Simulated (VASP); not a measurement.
# Cr in VASP: notebook, part 2 of 2

VASP 6.6.1.

### 5 Single point, PBE (strain +0.080 along x and y, +0.080 along z)

INCAR reads:

```
ALGO = Normal
EDIFF = 1E-6
ENCUT = 520
GGA = PE
ISIF = 2
ISMEAR = 0
LASPH = True
LCHARG = False
LREAL = False
LWAVE = False
NBANDS = 12
NELM = 80
PREC = Accurate
SIGMA = 0.15
```

KPOINTS reads:

```
k-points
0
Gamma
  24 24 24
```

POSCAR reads:

```
Cr
1.0
   -1.5573060000      1.5573060000      1.5573060000
    1.5573060000     -1.5573060000      1.5573060000
    1.5573060000      1.5573060000     -1.5573060000
Cr
1
Direct
    0.0000000000      0.0000000000      0.0000000000
```

Potentials or basis: VASP PAW PBE potentials, release 64 (Cr_pv).

On the command line:

```console
$ cat potpaw_PBE.64/Cr_pv/POTCAR > POTCAR
$ mpirun -np 1 vasp_std > vasp.out
```

OUTCAR:

```text
EDIFF = 1E-6
   ENCUT = 520
   GGA = PE
   ISIF = 2
   ISMEAR = 0
   LASPH = True
   LREAL = False
   NELM = 80
   PREC = Accurate

 ion  position               nearest neighbor table
   1  0.000  0.000  0.000-

  LATTYP: Found a body centered cubic cell.
 ALAT       =     3.1146120000

  Lattice vectors:

 A1 = (  -1.5573060000,   1.5573060000,   1.5573060000)
 A2 = (   1.5573060000,  -1.5573060000,   1.5573060000)
 A3 = (   1.5573060000,   1.5573060000,  -1.5573060000)

Analysis of symmetry for initial positions (statically):
=====================================================================
 Subroutine PRICEL returns:
 Original cell was already a primitive cell.

 Routine SETGRP: Setting up the symmetry group for a
 body centered cubic supercell.

 Subroutine GETGRP returns: Found 48 space group operations
[... 9 lines left out ...]

 Routine SETGRP: Setting up the symmetry group for a
 body centered cubic supercell.

 Subroutine GETGRP returns: Found 48 space group operations
[... 11 lines left out ...]
                                     Primitive cell

  volume of cell :      15.1071

  direct lattice vectors                    reciprocal lattice vectors
    -1.557306000  1.557306000  1.557306000     0.000000000  0.321067279  0.321067279
     1.557306000 -1.557306000  1.557306000     0.321067279  0.000000000  0.321067279
     1.557306000  1.557306000 -1.557306000     0.321067279  0.321067279  0.000000000

  length of vectors
     2.697333115  2.697333115  2.697333115     0.454057700  0.454057700  0.454057700

  position of ions in fractional coordinates (direct lattice)
     0.000000000  0.000000000  0.000000000

  ion indices of the primitive-cell ions
   primitive index   ion index
                 1           1

----------------------------------------------------------------------------------------

 KPOINTS: k-points

Automatic generation of k-mesh.
 Grid dimensions read from file:
 generate k-points for:   24   24   24
[... 88 lines left out ...]
   LORBIT       =      0    0 simple, 1 ext, 2 COOP (PROOUT), +10 PAW based schemes
   GGA     = PE    functional components
   LHFCALC =     F    Hartree Fock is set to
   AEXX    =    0.0000 exact exchange contribution
   IVDW    =     0    specifies the selected vdW correction
   LEPSILON=     F    determine dielectric tensor
   LRPA    =     F    only Hartree local field effects (RPA)
 non-spin polarized calculation
 Gauss-broadening in eV      SIGMA  =   0.15
  energy-cutoff  :      520.00
  volume of cell :       15.11
 maximum number of plane-waves:       420
   NGX =  9   NGY =  9   NGZ =  9

 number of electron      12.0000013 magnetization

 Free energy of the ion-electron system (eV)
  ---------------------------------------------------
  ext. energy  EPLUGINS =         0.00000000
  ---------------------------------------------------
  free energy    TOTEN  =        -8.96978752 eV

  energy without entropy =       -8.95971555  energy(sigma->0) =       -8.96475153

 E-fermi :   7.5644     XC(G=0): -12.1871

 val. band max:        7.5609531332   @ k =  -0.2917   0.2917   0.2917
 cond. band min:       7.5676062241   @ k =  -0.2917   0.3333   0.1667
 fundamental gap:      0.0066530910
 Fermi energy:         7.5644246866

 k-point     1 :       0.0000    0.0000    0.0000
  band No.  band energies     occupation
      1     -35.4355      2.00000
      2     -35.4355      2.00000
      3     -35.4355      2.00000
      4       0.7629      2.00000
      5       6.9330      2.00000
      6       6.9330      2.00000
      7       6.9330      2.00000
      8       8.3790      0.00000
      9       8.3790      0.00000
     10      14.5864      0.00000
     11      27.7603      0.00000
     12      27.7603      0.00000
[... 331 lines left out ...]
 k-point    24 :       0.4583    0.0417    0.0000
  band No.  band energies     occupation
      1     -35.8093      2.00000
      2     -35.5626      2.00000
      3     -35.4382      2.00000
      4       4.3402      2.00000
      5       5.8924      2.00000
      6       7.9752      0.00011
      7       8.3365      0.00000
      8       8.7075      0.00000
      9       9.6191      0.00000
     10      14.5257      0.00000
     11      14.8529      0.00000
     12      22.5790      0.00000

 [... further k-points ...]

------------------------ aborting loop because EDIFF is reached ----------------------------------------

  FORCE on cell =-STRESS in cart. coord.  units (eV):
  Direction    XX          YY          ZZ          XY          YZ          ZX
  --------------------------------------------------------------------------------------
  -------------------------------------------------------------------------------------
  Total       -3.6511417     -3.6511417     -3.6511417      0.0000000     -0.0000000     -0.0000000
  in kB     -387.2196645   -387.2196645   -387.2196645      0.0000000     -0.0000000     -0.0000000
  external PRESSURE =    -387.2196645 kB  Pullay stress =       0.0000000 kB

 VOLUME and BASIS-vectors are now :
 -----------------------------------------------------------------------------
  energy-cutoff  :      520.00
  volume of cell :       15.11
      direct lattice vectors                 reciprocal lattice vectors
    -1.557306000  1.557306000  1.557306000     0.000000000  0.321067279  0.321067279
     1.557306000 -1.557306000  1.557306000     0.321067279  0.000000000  0.321067279
     1.557306000  1.557306000 -1.557306000     0.321067279  0.321067279  0.000000000

 POSITION                                       TOTAL-FORCE (eV/Angst)
 -----------------------------------------------------------------------------------
      0.00000      0.00000      0.00000         0.000000     -0.000000     -0.000000
 -----------------------------------------------------------------------------------
    total drift:                                0.000000     -0.000000      0.000000

  FREE ENERGIE OF THE ION-ELECTRON SYSTEM (eV)
  ---------------------------------------------------
  free  energy   TOTEN  =        -8.9697875231 eV

  energy  without entropy=       -8.9597155466  energy(sigma->0) =       -8.96475153
```

OSZICAR:

```text
N       E                     dE             d eps       ncg     rms          rms(c)
DAV:   1     0.846831430992E+02    0.84683E+02   -0.71155E+03  9944   0.113E+03
DAV:   2    -0.948584486452E+01   -0.94169E+02   -0.90802E+02 10048   0.293E+02
DAV:   3    -0.109361086794E+02   -0.14503E+01   -0.14384E+01 11428   0.436E+01
DAV:   4    -0.109452714482E+02   -0.91628E-02   -0.91625E-02 10716   0.352E+00
DAV:   5    -0.109454010378E+02   -0.12959E-03   -0.12959E-03 11212   0.388E-01    0.106E+01
DAV:   6    -0.904746267586E+01    0.18979E+01   -0.73911E+00 10376   0.408E+01    0.269E+00
DAV:   7    -0.898069533189E+01    0.66767E-01   -0.34546E-01 10096   0.890E+00    0.127E+00
DAV:   8    -0.897110823876E+01    0.95871E-02   -0.13490E-02 10888   0.155E+00    0.390E-01
DAV:   9    -0.896978937458E+01    0.13189E-02   -0.42996E-03 10124   0.106E+00    0.408E-02
DAV:  10    -0.896979049507E+01   -0.11205E-05   -0.54207E-05 10872   0.852E-02    0.584E-03
DAV:  11    -0.896978753302E+01    0.29621E-05   -0.19482E-06 10352   0.216E-02    0.189E-03
DAV:  12    -0.896978752308E+01    0.99392E-08   -0.19941E-08  5140   0.197E-03
   1 F= -.89697875E+01 E0= -.89647515E+01  d E =-.100720E-01
```

stdout:

```text
POSCAR found type information on POSCAR Cr
 POSCAR found :  1 types and       1 ions
 scaLAPACK will be used
 LDA part: xc-table for (Slater+PW92), standard interpolation
 POSCAR, INCAR and KPOINTS ok, starting setup
 FFT: planning ... GRIDC
 FFT: planning ... GRID_SOFT
 FFT: planning ... GRID
 WAVECAR not read
 entering main loop
```

Wall time 21 s (1 thread of Intel Xeon 6975P-C (Granite Rapids), shared host); peak memory 0.18 GiB.

Results:

| Property | Result |
| --- | --- |
| Free energy | -8.9698 eV |
| Pressure | -38.7 GPa |
| Band gap on the k mesh | zero (band 6 reaches 9.22 eV, above the bottom of band 7 at 6.93 eV) |

Caveat: the cell differs from its parent crystal (strain +0.080 along x and y, +0.080 along z); the run has no spin polarisation, though such a crystal can be magnetic.

### 6 Single point, PBE (strain -0.040 along x and y, +0.000 along z)

INCAR reads:

```
SYSTEM = Cr
PREC = Accurate
ENCUT = 520
EDIFF = 1E-6
ISMEAR = 0
SIGMA = 0.15
LREAL = .False.
LASPH = .True.
NELM = 60
ALGO = Fast
ISIF = 2
LWAVE = .False.
LCHARG = .True.
GGA = PE
LELF = .True.
LVHAR = .True.
NBANDS = 12
```

KPOINTS reads:

```
Automatic mesh
0
Gamma
  24 24 24
  0 0 0
```

POSCAR reads:

```
Cr
1.0
   -1.3842720000      1.3842720000      1.4419500000
    1.3842720000     -1.3842720000      1.4419500000
    1.3842720000      1.3842720000     -1.4419500000
Cr
1
Direct
    0.0000000000      0.0000000000      0.0000000000
```

Potentials or basis: VASP PAW PBE potentials, release 64 (Cr_pv).

On the command line:

```console
$ cat potpaw_PBE.64/Cr_pv/POTCAR > POTCAR
$ mpirun -np 1 vasp_std > vasp.out
```

It took 45 s on 1 thread of Intel Xeon 6975P-C (Granite Rapids), shared host; peak memory 0.24 GiB.

The run converged. Its results:

- Free energy: -9.4883 eV
- Pressure: 12.5 GPa
- Band gap on the k mesh: zero (band 6 reaches 14.16 eV, above the bottom of band 7 at 10.84 eV)

Stress tensor (GPa, compression positive):
```
17.65  0.00  0.00
 0.00 17.65  0.00
 0.00  0.00  2.32
```

Levels at points of the mesh, in eV from the Fermi level:
| k point | band 3 | band 4 | band 5 | band 6 | band 7 | band 8 | band 9 | band 10 |
| --- | --- | --- | --- | --- | --- | --- | --- | --- |
| (0.00, 0.00, 0.00) | -42.68 | -8.03 | -1.09 | -1.09 | -0.75 | 0.99 | 1.35 | 7.12 |
| (0.50, 0.00, 0.00) | -42.69 | -4.66 | -2.49 | 0.98 | 1.09 | 1.57 | 2.97 | 7.11 |
| (0.50, 0.50, 0.00) | -42.71 | -4.71 | -2.91 | 1.44 | 1.48 | 1.68 | 3.03 | 7.11 |
| (0.50, 0.50, 0.50) | -43.36 | -4.68 | -4.54 | 2.53 | 2.61 | 2.61 | 7.11 | 10.00 |

Caveat: the cell differs from its parent crystal (strain -0.040 along x and y, +0.000 along z); the run has no spin polarisation, though such a crystal can be magnetic. Spin polarisation is off, so any magnetic state and its effect on volume and gap are missing.

### 7 Summary

| cell | gap on the mesh (eV) | pressure (GPa) |
| --- | --- | --- |
| a = 2.298 Å, angles 109.5°, 1 atom | none | 85.3 |
| a = 2.398 Å, angles 109.5°, 1 atom | none | 25.7 |
| a = 2.597 Å, angles 109.5°, 1 atom | none | -28.8 |
| a = 2.697 Å, angles 109.5°, 1 atom | none | -38.7 |
| a = 2.431 Å, angles 110.6, 110.6, 107.3°, 1 atom | none | 12.5 |

Alike in all rows: task single point; level PBE; potentials or basis VASP PAW PBE potentials, release 64 (Cr_pv); no spin polarisation; k mesh 24 × 24 × 24; cutoff (eV) 520; smearing gaussian 0.15 eV.

Caveats: the run has no spin polarisation, though such a crystal can be magnetic.

Absolute energies hang on the potentials; compare differences alone.
